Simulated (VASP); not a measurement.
Write the native input for VASP 6.6.1 that does the following.

```
Task                   : single point
Functional             : PBE
Potentials or basis    : VASP PAW PBE potentials, release 64 (K_sv, Al, Pt_sv_GW, C, N)
Cutoff                 : 700 eV
k mesh                 : 4 × 4 × 4
Occupations            : gaussian, width 0.1 eV
Spin                   : no spin polarisation
Dipole correction      : no
Further INCAR settings : LREAL = Auto; ALGO = Normal; EDIFF = 1e-06; NBANDS = 60
```

The structure of K2AlPtC6N6 lies in POSCAR:

```
K2AlPtC6N6
1.0
    0.0000000000      5.0495000000      5.0495000000
    5.0495000000      0.0000000000      5.0495000000
    5.0495000000      5.0495000000      0.0000000000
K Al Pt C N
2 1 1 6 6
Direct
    0.2500000000      0.2500000000      0.2500000000
    0.7500000000      0.7500000000      0.7500000000
    0.5000000000      0.5000000000      0.5000000000
    0.0000000000      0.0000000000      0.0000000000
    0.8101792300      0.1898207700      0.1898207700
    0.1898207700      0.8101792300      0.1898207700
    0.1898207700      0.1898207700      0.8101792300
    0.1898207700      0.8101792300      0.8101792300
    0.8101792300      0.1898207700      0.8101792300
    0.8101792300      0.8101792300      0.1898207700
    0.6943261700      0.3056738300      0.3056738300
    0.3056738300      0.6943261700      0.3056738300
    0.3056738300      0.3056738300      0.6943261700
    0.3056738300      0.6943261700      0.6943261700
    0.6943261700      0.3056738300      0.6943261700
    0.6943261700      0.6943261700      0.3056738300
```

One way to write it, as run:

INCAR

```
SYSTEM = K2AlPtC6N6
PREC     = Accurate       ! precision mode
ENCUT    = 700            ! plane-wave cutoff, eV
EDIFF    = 1E-6           ! SCF threshold, eV
ISMEAR   = 0              ! smearing method
SIGMA    = 0.1            ! smearing width, eV
LREAL    = Auto         
LASPH    = .True.         ! aspherical terms in the spheres
NELM     = 120            ! most SCF steps
ALGO     = Normal         ! electronic algorithm
ISIF     = 2              ! what is computed and relaxed
LWAVE    = .False.        ! write WAVECAR
LCHARG   = .False.        ! write CHGCAR
GGA      = PE             ! functional
NBANDS   = 60             ! bands
GGA_COMPAT= .False.
```

KPOINTS

```
regular mesh
0
Gamma
  4 4 4
  0 0 0
```

Potentials or basis: VASP PAW PBE potentials, release 64 (K_sv, Al, Pt_sv_GW, C, N).

Run with:

```console
$ cat potpaw_PBE.64/K_sv/POTCAR potpaw_PBE.64/Al/POTCAR potpaw_PBE.64/Pt_sv_GW/POTCAR potpaw_PBE.64/C/POTCAR potpaw_PBE.64/N/POTCAR > POTCAR
$ mpirun -np 1 vasp_std > vasp.out
```

Results of the run:

The pressure is 10.1 GPa, the largest force is 3.405 eV/Å and the band gap on the k mesh is zero (an odd number of electrons rules out a gap without spin polarisation).

Caveat: the cell stands under pressure; spin-orbit coupling is left out, which moves the levels of the heavy elements; an odd number of electrons without spin polarisation forces a metal; a magnetic or distorted state may lie lower.

Wall time 6.2 min on 1 thread of Intel(R) Xeon(R) 6975P-C (Granite Rapids), on a shared host, peak memory 0.66 GiB.
